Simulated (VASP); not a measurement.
Here is a VASP 6.6.1 calculation.

File INCAR:

```
PREC = Accurate ; ENCUT = 520
EDIFF = 1E-6 ; ISMEAR = 0
SIGMA = 0.1 ; LREAL = Auto
LASPH = T ; NELM = 60
ALGO = Normal ; ISIF = 2
LWAVE = F ; LCHARG = F
LDIPOL = T ; IDIPOL = 3
DIPOL = 0.5 0.5 0.289 ; GGA = PE
NBANDS = 40
```

File KPOINTS:

```
regular mesh
0
Gamma
  5 4 1
```

File POSCAR:

```
Al8H
1.0
    5.7135165837      0.0000000000      0.0000000000
    0.0000000000      8.0801326415      0.0000000000
    0.0000000000      0.0000000000     22.2432786975
Al H
16 2
Direct
    0.2500000000      0.2500000000      0.1798296040
    0.2500000000      0.7500000000      0.1798296040
    0.7500000000      0.2500000000      0.1798296040
    0.7500000000      0.7500000000      0.1798296040
    0.0000000000      0.0000000000      0.2440458181
    0.0000000000      0.5000000000      0.2440458181
    0.5000000000      0.0000000000      0.2440458181
    0.5000000000      0.5000000000      0.2440458181
    0.2500000000      0.2500000000      0.3102598702
    0.2500000000      0.7500000000      0.3102598702
    0.7500000000      0.2500000000      0.3102598702
    0.7500000000      0.7500000000      0.3102598702
    0.0000000000      0.0000000000      0.3705963860
    0.0000000000      0.5000000000      0.3705963860
    0.5000000000      0.0000000000      0.3705963860
    0.5000000000      0.5000000000      0.3705963860
    0.7500000000     -0.0730804835      0.3908272164
    0.7500000000      0.0730804835      0.3908272164
```

Potentials or basis: VASP PAW PBE potentials, release 64 (Al, H).

Launch:

```bash
$ cat potpaw_PBE.64/Al/POTCAR potpaw_PBE.64/H/POTCAR > POTCAR
$ mpirun -np 1 vasp_std > vasp.out
```

Question: What does it give for the band gap on the k mesh?

Answer: Zero (bands 25 and 26 overlap by 0.39 eV).

Question: What does it give for the largest force?

Answer: 3.406 eV/Å.

Forces on the atoms (eV/Å):
```
Al   0.000  0.008  0.268
Al   0.000 -0.008  0.268
Al   0.000 -0.014  0.216
Al   0.000  0.014  0.216
Al   0.112  0.000 -0.134
Al   0.076  0.000 -0.307
Al  -0.112  0.000 -0.134
Al  -0.076  0.000 -0.307
Al   0.000  0.057 -0.086
Al   0.000 -0.057 -0.086
Al   0.000  0.016  0.122
Al   0.000 -0.016  0.122
Al   3.064  0.000 -0.901
Al  -0.092  0.000 -0.005
Al  -3.064  0.000 -0.901
Al   0.092  0.000 -0.005
H    0.000 -3.304  0.826
H    0.000  3.304  0.826
```
